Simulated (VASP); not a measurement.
Write the native input for VASP 6.6.1 that does the following.

```
Task                               : single point
Functional                         : PBE-based screened hybrid with 5 % exact exchange
Potentials or basis                : VASP PAW PBE potentials, release 64 (Na_pv, F)
Cutoff                             : 520 eV
k mesh                             : 4 × 4 × 4
Occupations                        : gaussian, width 0.01 eV
Spin                               : no spin polarisation
Dipole correction                  : no
Grid for exact exchange (PRECFOCK) : Normal
Share of exact exchange            : 0.05
Further INCAR settings             : ALGO = Normal; EDIFF = 1e-06; NBANDS = 14
Screening parameter                : 0.2078 1/Å
```

NaF:

```
Na F
1.0
     0.00000    2.53126    2.53126
     2.53126    0.00000    2.53126
     2.53126    2.53126    0.00000
Na F
1 1
Direct
  0.00000 0.00000 0.00000
  0.25000 0.25000 0.25000
```

One way to write it, as run:

POSCAR

```
NaF
1.0
    0.0000000000      2.5312613597      2.5312613597
    2.5312613597      0.0000000000      2.5312613597
    2.5312613597      2.5312613597      0.0000000000
Na F
1 1
Direct
    0.0000000000      0.0000000000      0.0000000000
    0.2500000000      0.2500000000      0.2500000000
```

INCAR.step1

```
PREC = Accurate ; ENCUT = 520
EDIFF = 1E-5 ; ISMEAR = 0
SIGMA = 0.01 ; LREAL = False
LASPH = True ; NELM = 80
ALGO = Normal ; ISIF = 2
LWAVE = True ; LCHARG = False
NBANDS = 14 ; GGA = PE
```

INCAR.step2

```
PREC = Accurate ; ENCUT = 520
EDIFF = 1E-6 ; ISMEAR = 0
SIGMA = 0.01 ; LREAL = False
LASPH = True ; NELM = 80
ALGO = Normal ; ISIF = 2
LWAVE = False ; LCHARG = False
GGA = PE ; LHFCALC = True
AEXX = 0.05 ; HFSCREEN = 0.2078
PRECFOCK = Normal ; NBANDS = 14
ISTART = 1
```

KPOINTS

```
Automatic mesh
0
Gamma
  4 4 4
```

Potentials or basis: VASP PAW PBE potentials, release 64 (Na_pv, F).

Launch:

```console
$ cat potpaw_PBE.64/Na_pv/POTCAR potpaw_PBE.64/F/POTCAR > POTCAR
$ cp INCAR.step1 INCAR
$ mpirun -np 1 vasp_std > vasp.out
$ cp INCAR.step2 INCAR
$ mpirun -np 1 vasp_std > vasp.out
```

It gave:

The pressure is 1.7 GPa and the band gap on the k mesh is 6.01 eV.

Caveat: the k points lie up to 0.54 Å⁻¹ apart; the structure was generated, so it needn't be the stable form of NaF; the PAW data sets were made with another functional, which shifts forces and pressure a little.

It took 98 s on 1 thread of Intel(R) Xeon(R) Platinum 8259CL CPU @ 2.50GHz (Skylake/Cascade Lake), on a shared host, peak memory 0.24 GiB.
